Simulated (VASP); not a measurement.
# GaAs: single point with HSE06

The system is GaAs.

```
Ga As
1.0
     0.00000    2.82914    2.82914
     2.82914    0.00000    2.82914
     2.82914    2.82914    0.00000
Ga As
1 1
Direct
  0.00000 0.00000 0.00000
  0.25000 0.25000 0.25000
```

```json
{
 "Program": "VASP 6.6.1",
 "Task": "single point",
 "Functional": "HSE06",
 "Potentials or basis": "VASP PAW PBE potentials, release 64 (Ga_d, As)",
 "Cutoff": "520 eV",
 "k mesh": "4 × 4 × 4",
 "Occupations": "gaussian, width 0.01 eV",
 "Spin": "non-collinear spin, zero start, spin-orbit coupling",
 "Starting moments": "[[0.0, 0.0, 0.0], [0.0, 0.0, 0.0]] μB",
 "Dipole correction": "no",
 "Grid for exact exchange (PRECFOCK)": "Normal",
 "Further INCAR settings": "ALGO = Normal; EDIFF = 1e-06; NBANDS = 30",
 "Share of exact exchange": "0.25",
 "Screening parameter": "0.2079 1/Å"
}
```

| Quantity | Value |
| --- | --- |
| Pressure | 1.1 GPa |
| Net moment | 0.00 μB per cell |
| Valence electrons inside the program's atomic spheres | Ga 11.64; As 2.91 |

Moments on the atoms (μB; x, y, z):
```
Ga  0.00 0.00 0.00
As  0.00 0.00 0.00
```

Run time: 41 min on 1 thread of Oxide Virtual Turin-like Processor (shared host), peak memory 0.37 GiB.

Caveat: the k points lie up to 0.48 Å⁻¹ apart; the PAW data sets were made with another functional, which shifts forces and pressure a little.
